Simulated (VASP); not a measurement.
## LiLaO3: single point with r2SCAN

LiLaO3:

```
Li La O
1.0
     2.83849    4.91641    0.00000
    -2.83849    4.91641    0.00000
     0.00000   -3.27760    5.06052
Li La O
2 2 6
Direct
  0.28080 0.28080 0.84240
  0.78080 0.78080 0.34240
  0.00090 0.00090 0.00270
  0.50090 0.50090 0.50270
  0.11927 0.36370 0.20940
  0.72643 0.11927 0.20940
  0.36370 0.72643 0.20940
  0.22643 0.86370 0.70940
  0.86370 0.61927 0.70940
  0.61927 0.22643 0.70940
```

| Quantity | Value |
| --- | --- |
| Program | VASP 6.6.1 |
| Task | single point |
| Functional | r2SCAN |
| Potentials or basis | VASP PAW PBE potentials, release 64 (Li_sv, La, O) |
| Cutoff | 520 eV |
| k mesh | 7 × 7 × 7 |
| Occupations | fermi-dirac, width 0.1 eV |
| Spin | no spin polarisation |
| Dipole correction | no |
| Further INCAR settings | ALGO = Normal; EDIFF = 1e-07; NBANDS = 43 |

```yaml
Largest_force: 1.332 eV/Å
Band_gap_on_the_k_mesh: zero (band 32 reaches 2.74 eV, above the bottom of band 33 at 2.14 eV)
```

Forces in eV/Å, atoms in the order of the input:
```
Li   0.000  0.000 -0.012
Li   0.000  0.000 -0.012
La   0.000  0.000 -0.971
La   0.000  0.000 -0.971
O   -0.935  0.890  0.328
O   -0.303 -1.255  0.328
O    1.238  0.365  0.328
O   -1.238  0.365  0.328
O    0.935  0.890  0.328
O    0.303 -1.255  0.328
```

Levels at points of the mesh, in eV from the Fermi level:
```csv
k point,band 28,band 29,band 30,band 31,band 32,band 33,band 34,band 35,band 36,band 37
"(0.00, 0.00, 0.00)",-1.03,-1.03,-0.81,-0.81,0.26,0.58,0.58,6.18,6.70,7.05
```

It took 50 min on 1 thread of Oxide Virtual Turin-like Processor (shared host), peak memory 0.43 GiB.

Caveat: the PAW data sets were made with another functional, which shifts forces and pressure a little; spin-orbit coupling is left out, which moves the levels of the heavy elements.
